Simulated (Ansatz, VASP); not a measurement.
# B4Pd: VASP beside Ansatz

```xyz
5
Lattice="3.2169 0.0000 0.0000 -1.6084 2.7859 0.0000 0.0000 0.0000 5.5246" Properties=species:S:1:pos:R:3 pbc="T T T"
B     0.0000    0.0000    1.8163
B     0.0000    0.0000    3.7083
B     0.0000    1.8573    3.4168
B     0.0000    1.8573    2.1078
Pd    0.0000    1.8573    0.0000
```

Alike in both runs: task single point; functional PBE; k mesh 6 × 6 × 4; occupations gaussian, width 0.1 eV; no spin polarisation.

|  | VASP | Ansatz |
| --- | --- | --- |
| version | VASP 6.6.1 | Ansatz 0.2.0 |
| potentials or method | VASP PAW PBE potentials, release 64 (B, Pd), cutoff 520 eV | scalar-relativistic, plane waves, PAW |
| valence electrons in the cell | 22 | 30 |

```tsv
	VASP	Ansatz	Ansatz less VASP
gap on the k mesh at the Fermi level (eV)	none	none	-
pressure (GPa)	7.4	7.4	-0.07
traceless stress, the component that is largest in VASP (GPa)	55.20	54.89	-0.303
rms of the force components (eV/Å)	5.297	5.262	-0.0348
```

Atom by atom the forces differ by 0.035 eV/Å (rms over components). A gap of «none» marks a metal or a gap that the smearing closes. VASP's potentials hold 22 valence electrons a cell and Ansatz's 30, so a difference there can come from the potentials and not from the codes.

The k mesh is coarse, so the values compare programs but aren't converged.
